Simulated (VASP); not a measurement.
H11C2NO4: single point with PBE+D3(BJ)

The system is H11C2NO4.

```
O H C N
1.0
     5.91548    0.00000    0.00000
     0.00000    5.91548    0.00000
     0.00000    0.00000    5.91548
O H C N
4 11 2 1
Direct
  0.66804 0.61741 0.46449
  0.41192 0.26929 0.52893
  0.39075 0.85993 0.74746
  0.02351 0.40489 0.75943
  0.65264 0.64798 0.30140
  0.57339 0.47110 0.48961
  0.41787 0.12324 0.63004
  0.30004 0.23276 0.40959
  0.22375 0.85618 0.73754
  0.44889 0.74783 0.63750
  0.90866 0.44113 0.64825
  0.17809 0.40455 0.70011
  0.63860 0.86796 0.07760
  0.80201 0.98443 0.85080
  0.84850 0.68772 0.92349
  0.80568 0.86483 0.99167
  0.97972 0.92694 0.14988
  0.11283 0.99919 0.27963
```

```json
{
 "Program": "VASP 6.6.1",
 "Task": "single point",
 "Functional": "PBE",
 "Dispersion": "D3(BJ)",
 "Potentials or basis": "VASP PAW PBE potentials, release 64 (O, H, C, N)",
 "Cutoff": "520 eV",
 "k mesh": "1 × 1 × 1",
 "Occupations": "fermi-dirac, width 0.05 eV",
 "Spin": "no spin polarisation",
 "Dipole correction": "no",
 "Further INCAR settings": "LREAL = Auto; ALGO = Normal; EDIFF = 1e-06; NBANDS = 39"
}
```

```json
{
  "Pressure": "-2.0 GPa",
  "Largest force": "1.960 eV/Å",
  "Band gap on the k mesh": "4.86 eV",
  "Dispersion energy per atom": "-0.037 eV"
}
```

Forces on the atoms (eV/Å):
```
O   -0.682 -0.771 -0.219
O   -0.151 -1.013  0.826
O   -1.024  0.396  0.062
O   -0.313 -0.077  1.204
H    0.116 -0.201  0.712
H    0.499  0.534 -0.354
H   -0.011  0.982 -1.136
H    0.318 -0.384  0.353
H    0.727 -0.199 -0.042
H    0.224  0.296 -0.176
H    0.392  0.240 -0.707
H   -0.329 -0.115 -0.574
H    0.186  0.068 -0.349
H    0.026  0.144 -0.130
H   -0.439  1.079  0.419
C    0.472 -1.469  0.137
C    1.027  1.230  1.129
N   -1.039 -0.740 -1.156
```

Stress tensor (GPa, compression positive):
```
-2.16  0.19 -0.36
 0.19 -2.50  0.40
-0.36  0.40 -1.23
```

Levels at points of the mesh, in eV from the valence-band top:
```tsv
k point	band 20	band 21	band 22	band 23	band 24	band 25	band 26	band 27	band 28	band 29
(0.00, 0.00, 0.00)	-1.42	-0.95	-0.76	-0.45	0.00	4.86	5.91	6.09	8.04	8.64
```

It took 13 s on 1 thread of Intel(R) Xeon(R) 6975P-C (Granite Rapids), on a shared host, peak memory 0.32 GiB.

Caveat: the k points lie up to 1.06 Å⁻¹ apart.
